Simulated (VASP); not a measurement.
Runs of VASP 6.6.1 on H2. The cell holds a molecule in a box, 2 atoms: a = 12.000 Å, b = 12.300 Å, c = 12.600 Å, α = 90.00°, β = 90.00°, γ = 90.00°. 

```tsv
task	level	spin	cell	cutoff (eV)	grid for exact exchange (PRECFOCK)	gap on the mesh (eV)
single point	PBE	off	as given	520	-	(a)
relaxation of the atoms	PBE	off	atoms relaxed	520	-	10.21
single point	PBE0	off	as given	520	Normal	11.85
single point	PBE	off	as given	400	-	10.20
```

Alike in all rows: potentials or basis VASP PAW PBE potentials, release 64 (H); k mesh 1 × 1 × 1; smearing fermi-dirac 0.01 eV.

Q: Fill in the values left out.

A: (a) 10.22.

Caveats: the relaxation stopped at its first step, so nothing moved (some runs).

